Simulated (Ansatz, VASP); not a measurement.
# One calculation of CsBr, two programs

The input POSCAR:

```
CsBr
1.0
    4.3226054757      0.0000000000      0.0000000000
    0.0000000000      4.3226054757      0.0000000000
    0.0000000000      0.0000000000      4.3226054757
Cs Br
1 1
Direct
    0.0000000000      0.0000000000      0.0000000000
    0.5000000000      0.5000000000      0.5000000000
```

INCAR.step1

```
PREC     = Accurate       # precision mode
ENCUT    = 550            # plane-wave cutoff, eV
ISMEAR   = 0              # smearing method
SIGMA    = 0.02           # smearing width, eV
LREAL    = False          # projectors in reciprocal space
LASPH    = True           # aspherical terms in the spheres
NELM     = 120            # most SCF steps
NBANDS   = 15             # bands
GGA      = PE             # functional
ALGO     = Normal         # electronic algorithm
EDIFF    = 1E-5           # SCF threshold, eV
LWAVE    = True           # write WAVECAR
LCHARG   = False          # write CHGCAR
GGA_COMPAT= False
```

Contents of INCAR.step2:

```
PREC     = Accurate       # precision mode
ENCUT    = 550            # plane-wave cutoff, eV
EDIFF    = 1E-6           # SCF threshold, eV
ISMEAR   = 0              # smearing method
SIGMA    = 0.02           # smearing width, eV
LREAL    = False          # projectors in reciprocal space
LASPH    = True           # aspherical terms in the spheres
NELM     = 120            # most SCF steps
ALGO     = Normal         # electronic algorithm
ISIF     = 2              # what is computed and relaxed
LWAVE    = False          # write WAVECAR
LCHARG   = False          # write CHGCAR
METAGGA  = R2SCAN         # meta-GGA
LMIXTAU  = True         
NBANDS   = 15             # bands
ISTART   = 1            
GGA_COMPAT= False
```

KPOINTS

```
regular mesh
0
Gamma
  6 6 6
```

Input for Ansatz:

```yaml
crystal:
  lattice:
    - [4.3226051409, 0.0, 0.0]
    - [0.0, 4.3226051409, 0.0]
    - [0.0, 0.0, 4.3226051409]
  atoms:
    - { symbol: Cs, position: [0.0, 0.0, 0.0] }
    - { symbol: Br, position: [0.5, 0.5, 0.5] }
basis:
  ecutwfc: 500
kpoints:
  mp_grid: { grid: [6, 6, 6] }
  band_path: { path: [VBM, CBM], npoints: 2 }
hamiltonian:
  xc: r2scan
scf:
  occupations: { method: gaussian, width: 0.02 }
output:
  forces: true
  stress: true
  eigenvalues: true
```

Alike in both runs: task single point; functional r2SCAN; k mesh 6 × 6 × 6; occupations gaussian, width 0.02 eV; no spin polarisation.

|  | VASP | Ansatz |
| --- | --- | --- |
| version | VASP 6.6.1 | Ansatz 0.2.0 |
| potentials or method | VASP PAW PBE potentials, release 64 (Cs_sv, Br), cutoff 550 eV | scalar-relativistic, plane waves, PAW |
| valence electrons in the cell | 16 | 16 |

Ansatz gave:

* gap on the k mesh at the Fermi level (eV): 5.19
* least direct gap on the mesh (eV): 5.20

Q: Estimate VASP's values.

A: gap on the k mesh at the Fermi level (eV): 5.18; least direct gap on the mesh (eV): 5.18.

VASP's potentials were made for PBE, not for r2SCAN.

Neither program's run includes spin-orbit coupling.
